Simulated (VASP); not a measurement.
A run of VASP 6.6.1 is set up as follows.

The input INCAR:

```
SYSTEM = WSe
PREC = Accurate
ENCUT = 520
EDIFF = 1E-7
ISMEAR = 0
SIGMA = 0.1
LREAL = .False.
LASPH = .True.
NELM = 150
ALGO = Normal
ISIF = 2
LWAVE = .False.
LCHARG = .False.
ISPIN = 2
MAGMOM = 0.92 0
LORBIT = 11
LMAXMIX = 4
GGA = PE
NBANDS = 21
```

Contents of KPOINTS:

```
regular mesh
0
Gamma
  12 12 12
  0 0 0
```

POSCAR

```
WSe
1.0
    0.0000000000      2.8388664208      2.8388664208
    2.8388664208      0.0000000000      2.8388664208
    2.8388664208      2.8388664208      0.0000000000
W Se
1 1
Direct
    0.0000000000      0.0000000000      0.0000000000
    0.2500000000      0.2500000000      0.2500000000
```

Potentials or basis: VASP PAW PBE potentials, release 64 (W_sv, Se).

The run is started by

```bash
$ cat potpaw_PBE.64/W_sv/POTCAR potpaw_PBE.64/Se/POTCAR > POTCAR
$ mpirun -np 1 vasp_std > vasp.out
```

Question: Predict the net moment.

Answer: 1.28 μB per cell.

Question: Predict the site moments.

Answer: W +1.03; Se -0.01 μB.
